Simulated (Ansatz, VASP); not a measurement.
# One calculation of Ca, two programs

```
Ca
1.0
    -2.15007    2.15007    2.30592
     2.15007   -2.15007    2.30592
     2.15007    2.15007   -2.30592
Ca
1
Cartesian
  0.0000 0.0000 2.3059
```

Change from the starting cell: strain -0.025 along x and y, +0.050 along z, atoms carried along.

Alike in both runs: task single point; functional PBE; k mesh 16 × 16 × 16; occupations gaussian, width 0.15 eV; no spin polarisation.

|  | VASP | Ansatz |
| --- | --- | --- |
| version | VASP 6.6.1 | Ansatz 0.2.0 |
| potentials or method | VASP PAW PBE potentials, release 64 (Ca_sv), cutoff 520 eV | scalar-relativistic, plane waves, PAW |
| valence electrons in the cell | 10 | 10 |

```csv
,VASP,Ansatz,Ansatz less VASP
gap on the k mesh at the Fermi level (eV),none,none,-
pressure (GPa),-0.2,-0.2,-0.01
"traceless stress, the component that is largest in VASP (GPa)",0.12,0.12,+0.001
```

A gap of «none» marks a metal or a gap that the smearing closes. With one functional, cell and mesh, what is left measures potentials, basis and numerics.
